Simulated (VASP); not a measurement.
Wanted: the native input for a VASP 6.6.1 run.

```yaml
Task: single point
Functional: LDA
Potentials_or_basis: VASP PAW LDA potentials, release 64 (Fe, O)
Cutoff: 520 eV
k_mesh: 11 × 11 × 11
Occupations: fermi-dirac, width 0.05 eV
Spin: collinear spin, ferromagnetic start
Starting_moments: "[3.0, 0.0] μB"
Dipole_correction: no
Further_INCAR_settings: ALGO = Normal; EDIFF = 1e-06; NBANDS = 18
```

The structure of FeO lies in POSCAR:

```
FeO
1.0
    1.4982937792      0.8650403168      2.4855247686
   -1.4982937792      0.8650403168      2.4855247686
    0.0000000000     -1.7300806335      2.4855247686
Fe O
1 1
Direct
    0.0000000000      0.0000000000      0.0000000000
    0.5000000000      0.5000000000      0.5000000000
```

The input as run:

INCAR

```
  PREC = Accurate
  ENCUT = 520
  EDIFF = 1E-6
  ISMEAR = -1
  SIGMA = 0.05
  LREAL = False
  LASPH = True
  NELM = 150
  ALGO = Normal
  ISIF = 2
  LWAVE = False
  LCHARG = False
  ISPIN = 2
  MAGMOM = 3 0
  LORBIT = 11
  LMAXMIX = 4
  GGA = CA
  NBANDS = 18
```

KPOINTS

```
Automatic mesh
0
Gamma
  11 11 11
```

Potentials or basis: VASP PAW LDA potentials, release 64 (Fe, O).

The run is started by

```sh
$ cat potpaw_LDA.64/Fe/POTCAR potpaw_LDA.64/O/POTCAR > POTCAR
$ mpirun -np 1 vasp_std > vasp.out
```

It gave:

```json
{
 "Pressure": "-9.9 GPa",
 "Net moment": "3.94 μB per cell",
 "Site moments": "Fe +3.53; O +0.31 μB",
 "Valence electrons inside the program's atomic spheres": "Fe 6.83; O 4.97"
}
```

Caveat: the cell stands under tension; a cell with one magnetic atom can't hold antiferromagnetic order, which such compounds often take.

Run time: 66 s on 1 thread of AMD EPYC 9R45 96-Core Processor (Zen 5) (shared host), peak memory 0.16 GiB.
